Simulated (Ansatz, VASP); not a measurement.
## LiF: VASP beside Ansatz

The input POSCAR:

```
LiF
1.0
    2.5162584438     -0.0042776394      0.0000000000
   -0.0042776394      2.5162584438      0.0000000000
    0.0000000000      0.0000000000      2.5162584438
Li F
1 1
Direct
    0.0000000000      0.0000000000      0.0000000000
    0.5000000000      0.5000000000      0.5000000000
```

The input INCAR.step1:

```
SYSTEM = LiF
ALGO = Normal ; EDIFF = 1E-4
ENCUT = 520 ; GGA = PE
ISMEAR = 0 ; LASPH = .True.
LCHARG = .False. ; LREAL = .False.
LWAVE = .True. ; NBANDS = 12
NELM = 60 ; PREC = Accurate
SIGMA = 0.01
```

File INCAR.step2:

```
SYSTEM = LiF
ALGO = Normal ; EDIFF = 1E-6
ENCUT = 520 ; ISIF = 2
ISMEAR = 0 ; ISTART = 1
LASPH = .True. ; LCHARG = .False.
LMIXTAU = .True. ; LREAL = .False.
LWAVE = .False. ; METAGGA = R2SCAN
NBANDS = 12 ; NELM = 60
PREC = Accurate ; SIGMA = 0.01
```

KPOINTS

```
k-points
0
Gamma
  10 10 10
  0 0 0
```

Input for Ansatz:

```yaml
crystal:
  lattice:
    - [2.5162584438, -0.0042776394, 0.0]
    - [-0.0042776394, 2.5162584438, 0.0]
    - [0.0, 0.0, 2.5162584438]
  atoms:
    - { symbol: Li, position: [0.0, 0.0, 0.0] }
    - { symbol: F, position: [0.5, 0.5, 0.5] }
kpoints:
  mp_grid: { grid: [10, 10, 10] }
  band_path:
    path: [[0.0, 0.0, 0.0], [0.0, 0.5, 0.0], [0.5, 0.5, 0.0], [0.5, 0.5, 0.5]]
    npoints: 1
hamiltonian:
  xc: r2scan
scf:
  occupations: { method: fixed }
  n_extra_bands: 4
output:
  forces: true
  stress: true
  eigenvalues: true
  write_density: true
  write_potential: true
  elf: true
  volumetric_format: npy
```

Change from the starting cell: shear_xy strain -0.3%.

Alike in both runs: task single point; functional r2SCAN; k mesh 10 × 10 × 10; no spin polarisation.

|  | VASP | Ansatz |
| --- | --- | --- |
| version | VASP 6.6.1 | Ansatz 0.2.0 |
| potentials or method | VASP PAW PBE potentials, release 64 (Li_sv, F) | plane waves, PAW |
| plane-wave cutoff (eV) | 520 | 500 |
| occupations | gaussian, width 0.01 eV | fixed |
| valence electrons in the cell | 10 | 10 |

VASP gave:

```
gap on the k mesh at the Fermi level (eV) : 9.12
```

**Question.** Estimate Ansatz's values.

**Answer.** gap on the k mesh at the Fermi level (eV): 8.91.

VASP's potentials were made for PBE, not for r2SCAN.

Noted on VASP's run: the cutoff is short for stress, so the pressure is rough.
